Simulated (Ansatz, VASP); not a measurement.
## HfB2: VASP beside Ansatz

Contents of INCAR:

```
SYSTEM = HfB2
PREC     = Accurate       ! precision mode
ENCUT    = 520            ! plane-wave cutoff, eV
EDIFF    = 1E-8           ! SCF threshold, eV
ISMEAR   = -1             ! smearing method
SIGMA    = 0.05           ! smearing width, eV
LREAL    = .FALSE.        ! projectors in reciprocal space
LASPH    = .TRUE.         ! aspherical terms in the spheres
NELM     = 60             ! most SCF steps
ALGO     = Normal         ! electronic algorithm
ISIF     = 2              ! what is computed and relaxed
LWAVE    = .FALSE.        ! write WAVECAR
LCHARG   = .FALSE.        ! write CHGCAR
GGA      = PE             ! functional
LEFG     = .TRUE.       
NBANDS   = 15             ! bands
```

Contents of KPOINTS:

```
Automatic mesh
0
G
  13 13 11
  0 0 0
```

POSCAR

```
HfB2
1.0
    3.0975624645      0.0000000000      0.0000000000
   -1.5487812323      2.6825677840      0.0000000000
    0.0000000000      0.0000000000      3.4329672075
Hf B
1 2
Direct
    0.0000000000      0.0000000000      0.0000000000
    0.3333333333      0.6666666667      0.5000000000
    0.6666666667      0.3333333333      0.5000000000
```

Input for Ansatz:

```yaml
crystal:
  lattice:
    - [3.0975624645, 0.0, 0.0]
    - [-1.5487812323, 2.682567784, 0.0]
    - [0.0, 0.0, 3.4329672075]
  atoms:
    - { symbol: Hf, position: [0.0, 0.0, 0.0] }
    - { symbol: B, position: [0.3333333333, 0.6666666667, 0.5] }
    - { symbol: B, position: [0.6666666667, 0.3333333333, 0.5] }
kpoints:
  mp_grid: { grid: [13, 13, 11] }
scf:
  occupations: { method: fermi_dirac, width: 0.05 }
hamiltonian:
  xc: pbe
  pseudopotentials: { kind: paw }
output:
  forces: true
  stress: true
  eigenvalues: true
  efg: { contact_densities: true }
```

Change from the starting cell: volume scaled by 0.96, PAW files.

Alike in both runs: task electric field gradients; functional PBE; k mesh 13 × 13 × 11; occupations fermi-dirac, width 0.05 eV; no spin polarisation.

|  | VASP | Ansatz |
| --- | --- | --- |
| version | VASP 6.6.1 | Ansatz 0.2.0 |
| potentials or method | VASP PAW PBE potentials, release 64 (Hf_pv, B) | PAW with Ansatz's default frozen-core files, scalar-relativistic |
| plane-wave cutoff (eV) | 520 | 420 |
| valence electrons in the cell | 16 | 32 |

```csv
,VASP,Ansatz,Ansatz less VASP
pressure (GPa),12.3,12.6,+0.25
"traceless stress, the component that is largest in VASP (GPa)",-0.57,-0.86,-0.294
size of Vzz on the site where it differs most (V/Å²),78.1,107.0,+28.86
```

VASP's potentials hold 16 valence electrons a cell and Ansatz's 32, so a difference there can come from the potentials and not from the codes.

Spin-orbit coupling is off throughout.
